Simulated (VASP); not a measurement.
# Hf (Im-3m) in VASP: a series of runs, part 2 of 2

VASP 6.6.1.

### 5 Single point, revPBE (volume scaled by 1.12)

Input file INCAR:

```
SYSTEM = Hf
PREC     = Accurate       ! precision mode
ENCUT    = 520            ! plane-wave cutoff, eV
EDIFF    = 1E-7           ! SCF threshold, eV
ISMEAR   = -1             ! smearing method
SIGMA    = 0.1            ! smearing width, eV
LREAL    = .FALSE.        ! projectors in reciprocal space
LASPH    = .TRUE.         ! aspherical terms in the spheres
NELM     = 100            ! most SCF steps
ALGO     = Normal         ! electronic algorithm
ISIF     = 2              ! what is computed and relaxed
LWAVE    = .FALSE.        ! write WAVECAR
LCHARG   = .TRUE.         ! write CHGCAR
GGA      = RE             ! functional
LELF     = .TRUE.         ! ELF
LVHAR    = .TRUE.       
NBANDS   = 11             ! bands
```

Input file KPOINTS:

```
regular mesh
0
G
  14 14 14
  0 0 0
```

Input file POSCAR:

```
Hf
1.0
   -1.8559740480      1.8559740480      1.8559740480
    1.8559740480     -1.8559740480      1.8559740480
    1.8559740480      1.8559740480     -1.8559740480
Hf
1
Direct
    0.0000000000      0.0000000000      0.0000000000
```

Run with:

```bash
$ cat potpaw_PBE.64/Hf_pv/POTCAR > POTCAR
$ mpirun -np 1 vasp_std > vasp.out
```

Wall time 17 s (1 thread of Intel Xeon Platinum 8259CL at 2.50GHz (Skylake/Cascade Lake), shared host); peak memory 0.15 GiB.

The run converged. Its results:

```
Free energy            : -9.3432 eV
Pressure               : -9.3 GPa
Band gap on the k mesh : zero (band 5 reaches 5.22 eV, above the bottom of band 6 at 3.11 eV)
```

Levels at points of the mesh, in eV from the Fermi level:
```tsv
k point	band 1	band 2	band 3	band 4	band 5	band 6	band 7	band 8	band 9	band 10
(0.00, 0.00, 0.00)	-30.41	-30.41	-30.41	-6.61	1.41	1.41	1.41	3.81	3.81	12.61
(0.50, 0.00, 0.00)	-30.92	-30.58	-30.41	-3.01	-0.31	0.60	3.59	4.46	6.47	8.46
(0.50, 0.50, 0.50)	-30.78	-30.78	-30.78	-2.07	-2.07	5.80	5.80	5.80	6.22	6.22
```

Caveat: the PAW data sets were made with another functional, which shifts forces and pressure a little; spin-orbit coupling is left out, which moves the levels of the heavy elements.

### 6 Single point, revPBE

Input file INCAR:

```
PREC = Accurate
ENCUT = 520
EDIFF = 1E-6
ISMEAR = -1
SIGMA = 0.1
LREAL = False
LASPH = True
NELM = 60
ALGO = Normal
ISIF = 2
LWAVE = False
LCHARG = False
GGA = RE
NBANDS = 11
```

Input file KPOINTS:

```
regular mesh
0
Gamma
  20 20 20
```

Input file POSCAR:

```
Hf
1.0
   -1.7871701070      1.7871701070      1.7871701070
    1.7871701070     -1.7871701070      1.7871701070
    1.7871701070      1.7871701070     -1.7871701070
Hf
1
Direct
    0.0000000000      0.0000000000      0.0000000000
```

Potentials or basis: VASP PAW PBE potentials, release 64 (Hf_pv).

Run with:

```bash
$ cat potpaw_PBE.64/Hf_pv/POTCAR > POTCAR
$ mpirun -np 1 vasp_std > vasp.out
```

OUTCAR:

```text
PREC = Accurate
   ENCUT = 520
   EDIFF = 1E-6
   ISMEAR = -1
   LREAL = False
   LASPH = True
   NELM = 60
   ISIF = 2
   GGA = RE

 ion  position               nearest neighbor table
   1  0.000  0.000  0.000-

  LATTYP: Found a body centered cubic cell.
 ALAT       =     3.5743402140

  Lattice vectors:

 A1 = (  -1.7871701070,   1.7871701070,   1.7871701070)
 A2 = (   1.7871701070,  -1.7871701070,   1.7871701070)
[... 503 lines left out ...]
  band No.  band energies     occupation
      1     -25.9475      2.00000
      2     -25.6025      2.00000
      3     -25.4601      2.00000
      4       0.3595      2.00000
      5       4.5573      0.78559
      6       4.7192      0.22716
      7       8.1500      0.00000
      8       9.2899      0.00000
      9       9.3488      0.00000
     10      16.7456      0.00000
     11      17.7495      0.00000

 [... further k-points ...]
[... 5 lines left out ...]
  --------------------------------------------------------------------------------------
  -------------------------------------------------------------------------------------
  Total       -0.0519181     -0.0519181     -0.0519181     -0.0000000      0.0000000      0.0000000
  in kB       -3.6431019     -3.6431019     -3.6431019     -0.0000000      0.0000000      0.0000000
  external PRESSURE =      -3.6431019 kB  Pullay stress =       0.0000000 kB

 VOLUME and BASIS-vectors are now :
 -----------------------------------------------------------------------------
  energy-cutoff  :      520.00
  volume of cell :       22.83
      direct lattice vectors                 reciprocal lattice vectors
    -1.787170107  1.787170107  1.787170107     0.000000000  0.279771913  0.279771913
     1.787170107 -1.787170107  1.787170107     0.279771913  0.000000000  0.279771913
     1.787170107  1.787170107 -1.787170107     0.279771913  0.279771913  0.000000000

 POSITION                                       TOTAL-FORCE (eV/Angst)
 -----------------------------------------------------------------------------------
      0.00000      0.00000      0.00000        -0.000000     -0.000000     -0.000000
 -----------------------------------------------------------------------------------
    total drift:                               -0.000000      0.000000      0.000000

  FREE ENERGIE OF THE ION-ELECTRON SYSTEM (eV)
  ---------------------------------------------------
  free  energy   TOTEN  =        -9.4320288146 eV

  energy  without entropy=       -9.3652515724  energy(sigma->0) =       -9.39864019
```

stdout:

```text
POSCAR found type information on POSCAR Hf
 POSCAR found :  1 types and       1 ions
 scaLAPACK will be used
 -----------------------------------------------------------------------------
|                                                                             |
|                                                                             |
|     You enforced a specific xc type in the INCAR file but a different       |
|     I HOPE YOU KNOW WHAT YOU ARE DOING!                                     |
|                                                                             |
 -----------------------------------------------------------------------------

 LDA part: xc-table for (Slater+PW92), standard interpolation
 POSCAR, INCAR and KPOINTS ok, starting setup
 FFT: planning ... GRIDC
 FFT: planning ... GRID_SOFT
 FFT: planning ... GRID
 WAVECAR not read
 entering main loop
```

Wall time 31 s (1 thread of Intel Xeon Platinum 8259CL at 2.50GHz (Skylake/Cascade Lake), shared host); peak memory 0.18 GiB.

Results:

```
Free energy            : -9.4320 eV
Pressure               : -0.4 GPa
Band gap on the k mesh : zero (band 5 reaches 6.05 eV, above the bottom of band 6 at 3.78 eV)
```

Caveat: the PAW data sets were made with another functional, which shifts forces and pressure a little; spin-orbit coupling is left out, which moves the levels of the heavy elements.

### 7 The runs side by side

| cell | k mesh | gap on the mesh (eV) | pressure (GPa) |
| --- | --- | --- | --- |
| a = 3.095 Å, angles 109.5°, 1 atom | 14 × 14 × 14 | none | -0.4 |
| a = 3.136 Å, angles 109.5°, 1 atom | 14 × 14 × 14 | none | -3.9 |
| a = 3.176 Å, angles 109.5°, 1 atom | 14 × 14 × 14 | none | -6.8 |
| a = 3.215 Å, angles 109.5°, 1 atom | 14 × 14 × 14 | none | -9.3 |
| a = 3.095 Å, angles 109.5°, 1 atom | 20 × 20 × 20 | none | -0.4 |

Alike in all rows: task single point; level revPBE; potentials or basis VASP PAW PBE potentials, release 64 (Hf_pv); no spin polarisation; cutoff (eV) 520; smearing fermi-dirac 0.1 eV.

Caveats: the PAW data sets were made with another functional, which shifts forces and pressure a little; spin-orbit coupling is left out, which moves the levels of the heavy elements.

Total energies depend on the potentials used, so only differences within one code and one set of settings carry meaning.
